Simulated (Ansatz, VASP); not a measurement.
AlN: VASP beside Ansatz

```
CELL_PARAMETERS angstrom
0.00000 2.18488 2.18488
2.18488 0.00000 2.18488
2.18488 2.18488 0.00000
ATOMIC_POSITIONS crystal
Al 0.00000 0.00000 0.00000
N 0.25000 0.25000 0.25000
```

Alike in both runs: task single point; functional PBEsol; dispersion D3(BJ); k mesh 8 × 8 × 8; no spin polarisation.

|  | VASP | Ansatz |
| --- | --- | --- |
| version | VASP 6.6.1 | Ansatz 0.2.0 |
| potentials or method | VASP PAW PBE potentials, release 64 (Al, N) | plane waves |
| plane-wave cutoff (eV) | 600 | 420 |
| occupations | gaussian, width 0.01 eV | fixed |
| valence electrons in the cell | 8 | 8 |

```tsv
	VASP	Ansatz	Ansatz less VASP
gap on the k mesh at the Fermi level (eV)	3.19	3.20	+0.009
pressure (GPa)	-2.6	-2.4	+0.16
```

VASP's potentials were made for PBE, not for PBEsol.
